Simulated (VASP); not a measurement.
Input of a VASP 6.6.1 run:

File INCAR:

```
ALGO = Normal ; EDIFF = 1E-6
ENCUT = 520 ; GGA = PE
ISIF = 2 ; ISMEAR = -1
ISPIN = 2 ; LASPH = True
LCHARG = False ; LMAXMIX = 4
LORBIT = 11 ; LREAL = False
LWAVE = False ; MAGMOM = 2.025 2.025 2.025 2.025 0 0 0 0
NBANDS = 48 ; NELM = 150
NUPDOWN = 8.1 ; PREC = Accurate
SIGMA = 0.1
```

The input KPOINTS:

```
k-points
0
Gamma
  5 5 5
```

POSCAR

```
MnSi
1.0
    4.5480000000      0.0000000000      0.0000000000
    0.0000000000      4.5480000000      0.0000000000
    0.0000000000      0.0000000000      4.5480000000
Mn Si
4 4
Direct
    0.1380000000      0.1380000000      0.1380000000
    0.3620000000      0.8620000000      0.6380000000
    0.6380000000      0.3620000000      0.8620000000
    0.8620000000      0.6380000000      0.3620000000
    0.8460000000      0.8460000000      0.8460000000
    0.6540000000      0.1540000000      0.3460000000
    0.3460000000      0.6540000000      0.1540000000
    0.1540000000      0.3460000000      0.6540000000
```

Potentials or basis: VASP PAW PBE potentials, release 64 (Mn_pv, Si).

Command:

```console
$ cat potpaw_PBE.64/Mn_pv/POTCAR potpaw_PBE.64/Si/POTCAR > POTCAR
$ mpirun -np 1 vasp_std > vasp.out
```

Q: Predict the largest force.

A: 0.273 eV/Å.

Q: Predict the pressure.

A: 5.1 GPa.

Forces in eV/Å, atoms in the order of the input:
```
Mn   0.158  0.158  0.158
Mn  -0.158 -0.158  0.158
Mn   0.158 -0.158 -0.158
Mn  -0.158  0.158 -0.158
Si  -0.062 -0.062 -0.062
Si   0.062  0.062 -0.062
Si  -0.062  0.062  0.062
Si   0.062 -0.062  0.062
```

Caveat: the cell stands under pressure; the total moment is fixed, so each spin has its own Fermi level and the state may be an excited one.
